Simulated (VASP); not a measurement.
A run of VASP 6.6.1:

INCAR

```
ALGO = Normal
EDIFF = 1E-6
ENCUT = 500
GGA = PE
GGA_COMPAT = F
ISIF = 2
ISMEAR = 0
LASPH = T
LCHARG = T
LELF = T
LREAL = F
LVHAR = T
LWAVE = F
NBANDS = 12
NELM = 120
PREC = Accurate
SIGMA = 0.1
```

Contents of KPOINTS:

```
k-points
0
Gamma
  6 6 6
```

The input POSCAR:

```
Au
1.0
    3.1224362699      0.0000000000      0.0000000000
    0.0000000000      3.1224362699      0.0000000000
    0.0000000000      0.0000000000      3.1224362699
Au
1
Direct
    0.5000000000      0.5000000000      0.5000000000
```

Potentials or basis: VASP PAW PBE potentials, release 64 (Au).

Run with:

```console
$ cat potpaw_PBE.64/Au/POTCAR > POTCAR
$ mpirun -np 1 vasp_std > vasp.out
```

Hardware: 1 thread of Intel(R) Xeon(R) 6975P-C (Granite Rapids), with other jobs on the host.

**Question.** Estimate the wall time of this run.

**Answer.** Run time: 3.2 s on 1 thread of Intel(R) Xeon(R) 6975P-C (Granite Rapids), with other jobs on the host, peak memory 0.13 GiB. Counts: scf iterations 11, k points 20.
